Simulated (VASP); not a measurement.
The system is Ti.

```
CELL_PARAMETERS angstrom
2.84230 0.00000 0.00000
-0.94743 2.67974 0.00000
-0.94743 -1.33987 2.32072
ATOMIC_POSITIONS crystal
Ti 0.00000 0.00000 0.00000
```

Base run:

| Quantity | Value |
| --- | --- |
| Program | VASP 6.6.1 |
| Functional | PBEsol |
| Potentials or basis | VASP PAW PBE potentials, release 64 (Ti_sv) |
| Cutoff | 520 eV |
| k mesh | 14 × 14 × 14 |
| Occupations | gaussian, width 0.025 eV |
| Spin | no spin polarisation |

Its results: band gap on the k mesh zero (band 6 reaches 8.74 eV, above the bottom of band 7 at 7.12 eV); pressure -6.9 GPa.

Problem. The run is repeated on the same cell with these changes: occupations from gaussian, width 0.025 eV to gaussian, width 0.25 eV. What comes out?

Solution. Band gap on the k mesh zero (band 6 reaches 8.75 eV, above the bottom of band 7 at 7.12 eV); pressure -6.5 GPa.

Caveats: the PAW data sets were made with another functional, which shifts forces and pressure a little.
